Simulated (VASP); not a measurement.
Write the native input for VASP 6.6.1 that does the following.

- Task: single point
- Functional: RPBE
- Dispersion: D3(BJ)
- Potentials or basis: VASP PAW PBE potentials, release 64 (Mo_sv, S)
- Cutoff: 520 eV
- k mesh: 10 × 10 × 2
- Occupations: fermi-dirac, width 0.05 eV
- Spin: no spin polarisation
- Dipole correction: no
- Further INCAR settings: ALGO = Normal; EDIFF = 1e-06; NBANDS = 35

The structure of MoS2 lies in POSCAR:

```
MoS2
1.0
    3.2264481230      0.0000000000      0.0000000000
   -1.6132240615      2.7941860385      0.0000000000
    0.0000000000      0.0000000000     21.9557060374
Mo S
2 4
Direct
    0.3333333333      0.6666666667      0.8511602300
    0.6666666667      0.3333333333      0.1488397700
    0.6666666667      0.3333333333      0.7796253900
    0.3333333333      0.6666666667      0.0772510000
    0.6666666667      0.3333333333      0.9227490000
    0.3333333333      0.6666666667      0.2203746100
```

One way to write it, as run:

INCAR

```
  PREC = Accurate
  ENCUT = 520
  EDIFF = 1E-6
  ISMEAR = -1
  SIGMA = 0.05
  LREAL = False
  LASPH = True
  NELM = 60
  ALGO = Normal
  ISIF = 2
  LWAVE = False
  LCHARG = False
  GGA = RP
  IVDW = 12
  NBANDS = 35
```

KPOINTS

```
regular mesh
0
Gamma
  10 10 2
```

Potentials or basis: VASP PAW PBE potentials, release 64 (Mo_sv, S).

Run with:

```bash
$ cat potpaw_PBE.64/Mo_sv/POTCAR potpaw_PBE.64/S/POTCAR > POTCAR
$ mpirun -np 1 vasp_std > vasp.out
```

Results of the run:

```yaml
Largest_force: 1.132 eV/Å
Band_gap_on_the_k_mesh: 1.35 eV (least direct gap 1.79 eV)
Dispersion_energy_per_atom: -1.747 eV
```

Caveat: the PAW data sets were made with another functional, which shifts forces and pressure a little.

It took 2.8 min on 1 thread of AMD EPYC 9R45 96-Core Processor (Zen 5) (shared host), peak memory 0.36 GiB.
